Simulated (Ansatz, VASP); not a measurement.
## LiF in VASP and in Ansatz

The input POSCAR:

```
LiF
1.0
    2.9004652966      0.0000000000      0.0000000000
   -1.4502326483      2.5118766296      0.0000000000
    0.0000000000      0.0000000000      5.0590256371
Li F
2 2
Direct
    0.3333333333      0.6666666667      0.0057791719
    0.6666666667      0.3333333333      0.5057791719
    0.3333333333      0.6666666667      0.3692208281
    0.6666666667      0.3333333333      0.8692208281
```

File INCAR.step1:

```
PREC     = Accurate       # precision mode
ENCUT    = 520            # plane-wave cutoff, eV
EDIFF    = 1E-5           # SCF threshold, eV
ISMEAR   = 0              # smearing method
SIGMA    = 0.01           # smearing width, eV
LREAL    = False          # projectors in reciprocal space
LASPH    = True           # aspherical terms in the spheres
NELM     = 100            # most SCF steps
ALGO     = Normal         # electronic algorithm
ISIF     = 2              # what is computed and relaxed
LWAVE    = True           # write WAVECAR
NBANDS   = 18             # bands
GGA      = PE             # functional
```

INCAR.step2

```
PREC     = Accurate       # precision mode
ENCUT    = 520            # plane-wave cutoff, eV
EDIFF    = 1E-6           # SCF threshold, eV
ISMEAR   = 0              # smearing method
SIGMA    = 0.01           # smearing width, eV
LREAL    = False          # projectors in reciprocal space
LASPH    = True           # aspherical terms in the spheres
NELM     = 100            # most SCF steps
ALGO     = Normal         # electronic algorithm
ISIF     = 2              # what is computed and relaxed
LWAVE    = False          # write WAVECAR
LCHARG   = True           # write CHGCAR
GGA      = PE             # functional
LHFCALC  = True           # exact exchange
HFSCREEN = 0.2079         # screening, 1/A
PRECFOCK = Normal       
LELF     = True           # ELF
LVHAR    = True         
NBANDS   = 18             # bands
ISTART   = 1
```

Contents of KPOINTS:

```
Automatic mesh
0
Gamma
  6 6 4
```

Input for Ansatz:

```yaml
crystal:
  lattice:
    - [2.9004652966, 0.0, 0.0]
    - [-1.4502326483, 2.5118766296, 0.0]
    - [0.0, 0.0, 5.0590256371]
  atoms:
    - { symbol: Li, position: [0.3333333333, 0.6666666667, 0.0057791719] }
    - { symbol: Li, position: [0.6666666667, 0.3333333333, 0.5057791719] }
    - { symbol: F, position: [0.3333333333, 0.6666666667, 0.3692208281] }
    - { symbol: F, position: [0.6666666667, 0.3333333333, 0.8692208281] }
kpoints:
  mp_grid: { grid: [6, 6, 4] }
  band_path:
    path:
      - [0.0, 0.0, 0.0]
      - [0.5, 0.0, 0.0]
      - [0.3333333333, 0.3333333333, 0.0]
      - [0.0, 0.0, 0.5]
      - [0.5, 0.0, 0.5]
      - [0.3333333333, 0.3333333333, 0.5]
    npoints: 1
hamiltonian:
  xc: hse06
scf:
  occupations: { method: fixed }
  n_extra_bands: 5
output:
  forces: true
  stress: true
  eigenvalues: true
```

Change from the starting cell: epitaxial_xy strain -5.9%.

Alike in both runs: task single point; functional HSE06; k mesh 6 × 6 × 4; no spin polarisation.

```csv
,VASP,Ansatz
version,VASP 6.6.1,Ansatz 0.2.0
potentials or method,"VASP PAW PBE potentials, release 64 (Li_sv, F)","plane waves, PAW"
plane-wave cutoff (eV),520,420
occupations,"gaussian, width 0.01 eV",fixed
valence electrons in the cell,20,20
```

Ansatz gave:

| Item | Value |
| --- | --- |
| gap on the k mesh at the Fermi level (eV) | 10.41 |
| rms of the force components (eV/Å) | 0.004 |

Estimate VASP's values.

gap on the k mesh at the Fermi level (eV): 10.39; rms of the force components (eV/Å): 0.001.

Atom by atom the forces differ by 0.005 eV/Å (rms over components). Ansatz's warnings: stress exchange threshold loose, stress scf threshold loose.

Noted on VASP's run: the cutoff is short for stress, so the pressure is rough.
